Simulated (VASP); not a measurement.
SiC (Moissanite): single point with RPBE+D3(BJ)

SiC (Moissanite):

```
Si C
1.0
     3.00557    0.00000    0.00000
    -1.50279    2.60290    0.00000
     0.00000    0.00000    4.92435
Si C
2 2
Cartesian
  1.5028 0.8676 2.4844
  0.0000 1.7353 0.0223
  1.5028 0.8676 4.3358
  0.0000 1.7353 1.8736
```

```json
{"Program": "VASP 6.6.1", "Task": "single point", "Functional": "RPBE", "Dispersion": "D3(BJ)", "Potentials or basis": "VASP PAW PBE potentials, release 64 (Si, C)", "Cutoff": "520 eV", "k mesh": "10 × 10 × 5", "Occupations": "fermi-dirac, width 0.05 eV", "Spin": "no spin polarisation", "Dipole correction": "no", "Further INCAR settings": "ALGO = Normal; EDIFF = 1e-07; NBANDS = 16"}
```

```
Pressure                   : -0.7 GPa
Band gap on the k mesh     : 2.36 eV, indirect (least direct gap 4.13 eV)
Dispersion energy per atom : -1.241 eV
```

Levels at points of the mesh, in eV from the valence-band top:
| k point | band 5 | band 6 | band 7 | band 8 | band 9 | band 10 | band 11 | band 12 |
| --- | --- | --- | --- | --- | --- | --- | --- | --- |
| (0.00, 0.00, 0.00) | -1.35 | -0.10 | 0.00 | 0.00 | 5.43 | 7.02 | 7.14 | 7.14 |
| (0.50, 0.00, 0.00) | -5.67 | -3.47 | -3.46 | -1.20 | 2.92 | 4.33 | 7.43 | 7.48 |

Wall time 15 s on 1 thread of AMD EPYC 9R45 96-Core Processor (Zen 5), on a shared host, peak memory 0.14 GiB.

Caveat: the PAW data sets were made with another functional, which shifts forces and pressure a little. A k mesh can miss the band edges.
